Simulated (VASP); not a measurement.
# Sn (Im-3m) in VASP: notebook

Sn is run at these levels: PBE; tasks: single point.

Program: VASP 6.6.1. These are calculated values, not measurements. Logs are shortened: lines on timing, memory, paths and dates and some standing lists are left out, and cuts for length are marked.

## (1) The cell of the first run

Symmetry: Im-3m, No. 229, cubic system. The conventional cell has a = 3.814 Å, b = 3.814 Å, c = 3.814 Å, α = 90.00°, β = 90.00°, γ = 90.00°. Sn (site symmetry m-3m) has 14 Sn at 3.30 to 3.81 Å within 4.3 Å.

## (2) Single point, PBE (volume scaled by 1.02)

Input file INCAR:

```
SYSTEM = Sn
PREC     = Accurate       ! precision mode
ENCUT    = 520            ! plane-wave cutoff, eV
EDIFF    = 1E-6           ! SCF threshold, eV
ISMEAR   = -1             ! smearing method
SIGMA    = 0.05           ! smearing width, eV
LREAL    = .False.        ! projectors in reciprocal space
LASPH    = .True.         ! aspherical terms in the spheres
NELM     = 60             ! most SCF steps
ALGO     = Fast           ! electronic algorithm
ISIF     = 2              ! what is computed and relaxed
LWAVE    = .False.        ! write WAVECAR
LCHARG   = .False.        ! write CHGCAR
GGA      = PE             ! functional
NBANDS   = 13             ! bands
```

Input file KPOINTS:

```
Automatic mesh
0
Gamma
  10 10 10
  0 0 0
```

Input file POSCAR:

```
Sn
1.0
   -1.9071995479      1.9071995479      1.9071995479
    1.9071995479     -1.9071995479      1.9071995479
    1.9071995479      1.9071995479     -1.9071995479
Sn
1
Direct
    0.0000000000      0.0000000000      0.0000000000
```

Potentials or basis: VASP PAW PBE potentials, release 64 (Sn_d).

Started as:

```bash
$ cat potpaw_PBE.64/Sn_d/POTCAR > POTCAR
$ mpirun -np 1 vasp_std > vasp.out
```

OUTCAR:

```text
SYSTEM = Sn
   PREC = Accurate
   ENCUT = 520
   EDIFF = 1E-6
   ISMEAR = -1
   LREAL = .False.
   LASPH = .True.
   NELM = 60
   ISIF = 2
   GGA = PE

 ion  position               nearest neighbor table
   1  0.000  0.000  0.000-

  LATTYP: Found a body centered cubic cell.
 ALAT       =     3.8143990958

  Lattice vectors:

 A1 = (  -1.9071995479,   1.9071995479,   1.9071995479)
 A2 = (   1.9071995479,  -1.9071995479,   1.9071995479)
 A3 = (   1.9071995479,   1.9071995479,  -1.9071995479)

Analysis of symmetry for initial positions (statically):
=====================================================================
 Subroutine PRICEL returns:
 Original cell was already a primitive cell.

 Routine SETGRP: Setting up the symmetry group for a
 body centered cubic supercell.

 Subroutine GETGRP returns: Found 48 space group operations
[... 9 lines left out ...]

 Routine SETGRP: Setting up the symmetry group for a
 body centered cubic supercell.

 Subroutine GETGRP returns: Found 48 space group operations
[... 11 lines left out ...]
                                     Primitive cell

  volume of cell :      27.7491

  direct lattice vectors                    reciprocal lattice vectors
    -1.907199548  1.907199548  1.907199548     0.000000000  0.262164492  0.262164492
     1.907199548 -1.907199548  1.907199548     0.262164492  0.000000000  0.262164492
     1.907199548  1.907199548 -1.907199548     0.262164492  0.262164492  0.000000000

  length of vectors
     3.303366517  3.303366517  3.303366517     0.370756580  0.370756580  0.370756580

  position of ions in fractional coordinates (direct lattice)
     0.000000000  0.000000000  0.000000000

  ion indices of the primitive-cell ions
   primitive index   ion index
                 1           1

----------------------------------------------------------------------------------------

 KPOINTS: Automatic mesh

Automatic generation of k-mesh.
 Grid dimensions read from file:
 generate k-points for:   10   10   10

 Generating k-lattice:

  Cartesian coordinates                     Fractional coordinates (reciprocal lattice)
     0.000000000  0.026216449  0.026216449     0.100000000  0.000000000  0.000000000
     0.026216449  0.000000000  0.026216449     0.000000000  0.100000000  0.000000000
     0.026216449  0.026216449  0.000000000     0.000000000  0.000000000  0.100000000

  Length of vectors
     0.037075658  0.037075658  0.037075658

  Shift w.r.t. Gamma in fractional coordinates (k-lattice)
     0.000000000  0.000000000  0.000000000

 Subroutine IBZKPT returns following result:
 ===========================================

 Found     47 irreducible k-points:

 Following reciprocal coordinates:
            Coordinates               Weight
  0.000000  0.000000  0.000000      1.000000
  0.100000  0.000000  0.000000     12.000000
  0.200000  0.000000  0.000000     12.000000
  0.300000  0.000000  0.000000     12.000000
  0.400000  0.000000  0.000000     12.000000
  0.500000  0.000000  0.000000      6.000000
[... 16 lines left out ...]
  0.300000  0.300000  0.100000      8.000000
 -0.300000  0.300000  0.100000     24.000000
 [... further k-points ...]
   k-points           NKPTS =     47   k-points in BZ     NKDIM =     47   number of bands    NBANDS=     13
   number of dos      NEDOS =    301   number of ions     NIONS =      1
   total plane-waves  NPLWV =  21952
   dimension x,y,z NGX =    28 NGY =   28 NGZ =   28
   dimension x,y,z NGXF=    56 NGYF=   56 NGZF=   56
   ions per type =               1
   NGX,Y,Z   is equivalent  to a cutoff of  14.09, 14.09, 14.09 a.u.
   NGXF,Y,Z  is equivalent  to a cutoff of  28.18, 28.18, 28.18 a.u.
 SYSTEM =  Sn
   PREC   = accura    normal or accurate (medium, high low for compatibility)
   ISTART =      0    job   : 0-new  1-cont  2-samecut
   ICHARG =      2    charge: 1-file 2-atom 10-const
   ISPIN  =      1    spin polarized calculation?
   LNONCOLLINEAR =      F non collinear calculations
   LSORBIT =      F    spin-orbit coupling
   LASPH  =      T    aspherical Exc in radial PAW
   ENCUT  =  520.0 eV  38.22 Ry    6.18 a.u.   6.14  6.14  6.14*2*pi/ulx,y,z
   NELM   =     60;   NELMIN=  2; NELMDL= -5     # of ELM steps
   EDIFF  = 0.1E-05   stopping-criterion for ELM
   LREAL  =      F    real-space projection
   EDIFFG = 0.1E-04   stopping-criterion for IOM
   NSW    =      0    number of steps for IOM
   IBRION =     -1    ionic relax: 0-MD 1-quasi-New 2-CG
   NFREE  =      0    steps in history (QN), initial steepest desc. (CG)
   ISIF   =      2    stress and relaxation
   ISYM   =      2    0-nonsym 1-usesym 2-fastsym
   POTIM  = 0.5000    time-step for ionic-motion
   TEBEG  =    0.0;   TEEND  =   0.0 temperature during run
   PSTRESS=    0.0 pullay stress
   NELECT =      14.0000    total number of electrons
   NUPDOWN=      -1.0000    fix difference up-down
   EMIN   =  10.00;   EMAX   =-10.00  energy-range for DOS
   EFERMI =   0.00;   METHOD = LEGACY
   ISMEAR =    -1;   SIGMA  =   0.05  broadening in eV -4-tet -1-fermi 0-gaus
   EFERMI_NEDOS =   21; number of points for ismear=-14 and -15
   IALGO  =     68    algorithm
   IMIX   =      4    mixing-type and parameters
     AMIX     =   0.40;   BMIX     =  1.00
     AMIX_MAG =   1.60;   BMIX_MAG =  1.00
  volume/ion in A,a.u.               =      27.75       187.26
  Fermi-wavevector in a.u.,A,eV,Ry     =   1.303271  2.462825 23.109701  1.698515
  Thomas-Fermi vector in A             =   2.434284
   LORBIT       =      0    0 simple, 1 ext, 2 COOP (PROOUT), +10 PAW based schemes
   GGA     = PE    functional components
   LHFCALC =     F    Hartree Fock is set to
   AEXX    =    0.0000 exact exchange contribution
   IVDW    =     0    specifies the selected vdW correction
   LEPSILON=     F    determine dielectric tensor
   LRPA    =     F    only Hartree local field effects (RPA)
 non-spin polarized calculation
 RMM-DIIS sequential band-by-band and
  energy-cutoff  :      520.00
  volume of cell :       27.75
 maximum number of plane-waves:       767
 NGX is ok and might be reduce to    28
   NGX = 13   NGY = 13   NGZ = 13

 number of electron      13.9999997 magnetization

 Free energy of the ion-electron system (eV)
  ---------------------------------------------------
  ext. energy  EPLUGINS =         0.00000000
  ---------------------------------------------------
  free energy    TOTEN  =        -3.76296578 eV

  energy without entropy =       -3.75542934  energy(sigma->0) =       -3.75919756

 E-fermi :   7.8073     XC(G=0): -10.2718

 val. band max:        7.8050953376   @ k =   0.3000   0.0000   0.0000
 cond. band min:       7.8135605607   @ k =  -0.4000   0.4000   0.4000
 fundamental gap:      0.0084652231
 Fermi energy:         7.8073285655

 k-point     1 :       0.0000    0.0000    0.0000
  band No.  band energies     occupation
      1     -13.7169      2.00000
      2     -13.7169      2.00000
      3     -13.7169      2.00000
      4     -13.5872      2.00000
      5     -13.5872      2.00000
      6      -3.0964      2.00000
      7      15.6188      0.00000
      8      15.6188      0.00000
      9      15.6188      0.00000
     10      19.9141      0.00000
     11      19.9145      0.00000
     12      19.9150      0.00000
     13      20.4218      0.00000

 k-point     2 :       0.1000    0.0000    0.0000
  band No.  band energies     occupation
      1     -13.7209      2.00000
      2     -13.7109      2.00000
      3     -13.6974      2.00000
      4     -13.5917      2.00000
      5     -13.5877      2.00000
      6      -2.8822      2.00000
      7      13.9290      0.00000
      8      14.8575      0.00000
      9      15.3489      0.00000
     10      18.3012      0.00000
     11      18.6316      0.00000
     12      19.5657      0.00000
     13      21.1558      0.00000

 k-point     3 :       0.2000    0.0000    0.0000
  band No.  band energies     occupation
      1     -13.7315      2.00000
      2     -13.6981      2.00000
      3     -13.6462      2.00000
      4     -13.6011      2.00000
      5     -13.5893      2.00000
      6      -2.2391      2.00000
      7      10.8533      0.00000
      8      13.5259      0.00000
      9      14.6606      0.00000
     10      17.1010      0.00000
     11      17.4799      0.00000
     12      19.7133      0.00000
     13      21.6477      0.00000

 k-point     4 :       0.3000    0.0000    0.0000
  band No.  band energies     occupation
      1     -13.7445      2.00000
      2     -13.6917      2.00000
      3     -13.6045      2.00000
      4     -13.5911      2.00000
      5     -13.5819      2.00000
      6      -1.1726      2.00000
      7       7.8051      1.02233
      8      12.3773      0.00000
      9      13.9158      0.00000
     10      16.2969      0.00000
     11      16.6658      0.00000
     12      20.5587      0.00000
     13      22.3169      0.00000

 k-point     5 :       0.4000    0.0000    0.0000
  band No.  band energies     occupation
      1     -13.7551      2.00000
      2     -13.6961      2.00000
      3     -13.5986      2.00000
      4     -13.5925      2.00000
      5     -13.5293      2.00000
      6       0.2666      2.00000
      7       5.1270      2.00000
      8      11.6334      0.00000
      9      13.3935      0.00000
     10      15.8315      0.00000
     11      16.1823      0.00000
     12      21.7960      0.00000
     13      23.1487      0.00000
[... 257 lines left out ...]
 k-point    22 :      -0.2000    0.2000    0.1000
  band No.  band energies     occupation
      1     -13.7116      2.00000
      2     -13.6886      2.00000
      3     -13.6492      2.00000
      4     -13.6138      2.00000
      5     -13.5893      2.00000
      6      -2.0254      2.00000
      7      10.9618      0.00000
      8      12.7377      0.00000
      9      13.5237      0.00000
     10      16.6032      0.00000
     11      18.5697      0.00000
     12      19.0051      0.00000
     13      22.3733      0.00000

 k-point    23 :       0.3000    0.3000    0.1000
  band No.  band energies     occupation
      1     -13.7167      2.00000
      2     -13.6253      2.00000
      3     -13.6253      2.00000
      4     -13.5879      2.00000
      5     -13.5879      2.00000
      6       2.4641      2.00000
      7       5.6283      2.00000
      8       5.6283      2.00000
      9       9.4675      0.00000
     10      21.5555      0.00000
     11      22.5610      0.00000
     12      22.5610      0.00000
     13      26.1884      0.00000

 k-point    24 :      -0.3000    0.3000    0.1000
  band No.  band energies     occupation
      1     -13.7239      2.00000
      2     -13.6814      2.00000
      3     -13.6173      2.00000
      4     -13.5954      2.00000
      5     -13.5844      2.00000
      6      -0.9611      2.00000
      7       7.9808      0.06044
      8      11.6219      0.00000
      9      12.9096      0.00000
     10      16.7396      0.00000
     11      17.7527      0.00000
     12      18.7161      0.00000
     13      24.4529      0.00000

 [... further k-points ...]
[... 5 lines left out ...]
  --------------------------------------------------------------------------------------
  -------------------------------------------------------------------------------------
  Total       -0.0363855     -0.0363855     -0.0363855     -0.0000000     -0.0000000      0.0000000
  in kB       -2.1008259     -2.1008259     -2.1008259     -0.0000000     -0.0000000      0.0000000
  external PRESSURE =      -2.1008259 kB  Pullay stress =       0.0000000 kB

 VOLUME and BASIS-vectors are now :
 -----------------------------------------------------------------------------
  energy-cutoff  :      520.00
  volume of cell :       27.75
      direct lattice vectors                 reciprocal lattice vectors
    -1.907199548  1.907199548  1.907199548     0.000000000  0.262164492  0.262164492
     1.907199548 -1.907199548  1.907199548     0.262164492  0.000000000  0.262164492
     1.907199548  1.907199548 -1.907199548     0.262164492  0.262164492  0.000000000

 POSITION                                       TOTAL-FORCE (eV/Angst)
 -----------------------------------------------------------------------------------
      0.00000      0.00000      0.00000         0.000000      0.000000      0.000000
 -----------------------------------------------------------------------------------
    total drift:                               -0.000000     -0.000000     -0.000000

  FREE ENERGIE OF THE ION-ELECTRON SYSTEM (eV)
  ---------------------------------------------------
  free  energy   TOTEN  =        -3.7629657833 eV

  energy  without entropy=       -3.7554293379  energy(sigma->0) =       -3.75919756
```

Wall time 20 s (1 thread of Intel Xeon Platinum 8488C (Sapphire Rapids), shared host); peak memory 0.15 GiB.

Results:

```yaml
Free_energy: -3.7630 eV
Pressure: -0.2 GPa
Band_gap_on_the_k_mesh: zero (band 7 reaches 15.62 eV, above the bottom of band 8 at 5.63 eV)
```

Levels at points of the mesh, in eV from the Fermi level:
```csv
k point,band 3,band 4,band 5,band 6,band 7,band 8,band 9,band 10,band 11,band 12
"(0.00, 0.00, 0.00)",-21.52,-21.39,-21.39,-10.90,7.81,7.81,7.81,12.11,12.11,12.11
"(0.50, 0.00, 0.00)",-21.40,-21.40,-21.32,-6.36,-4.28,3.57,5.40,7.87,8.21,14.82
"(0.50, 0.50, 0.50)",-21.34,-21.34,-21.34,-2.56,-0.42,-0.42,-0.42,3.88,3.88,18.12
```

Caveat: spin-orbit coupling is left out, which moves the levels of the heavy elements.

(Part 1 of 2 ends here.)
